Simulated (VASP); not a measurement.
A run of VASP 6.6.1:

The input INCAR:

```
SYSTEM = ScSi2
ALGO = Normal
EDIFF = 1E-6
EDIFFG = -0.01
ENCUT = 520
GGA = PE
IBRION = 2
ISIF = 2
ISMEAR = -1
LASPH = .True.
LCHARG = .False.
LREAL = .False.
LWAVE = .False.
NELM = 100
NSW = 60
PREC = Accurate
SIGMA = 0.05
```

KPOINTS

```
k-points
0
Gamma
  7 7 6
  0 0 0
```

POSCAR

```
ScSi2
1.0
    3.8064000000      0.0000000000      0.0000000000
   -1.9032000000      3.2964390970      0.0000000000
    0.0000000000      0.0000000000      3.8700000000
Sc Si
1 2
Direct
    0.0000000000      0.0000000000      0.0000000000
    0.6666666667      0.3333333333      0.5000000000
    0.3333333333      0.6666666667      0.5000000000
```

Potentials or basis: VASP PAW PBE potentials, release 64 (Sc_sv, Si).

The run is started by

```console
$ cat potpaw_PBE.64/Sc_sv/POTCAR potpaw_PBE.64/Si/POTCAR > POTCAR
$ mpirun -np 1 vasp_std > vasp.out
```

Hardware: 1 thread of Oxide Virtual Turin-like Processor (shared host).

Question: Estimate the wall time of this run.

Answer: Run time: 38 s on 1 thread of Oxide Virtual Turin-like Processor (shared host), peak memory 0.14 GiB. Counts: scf iterations 13, k points 32, ion steps 1.
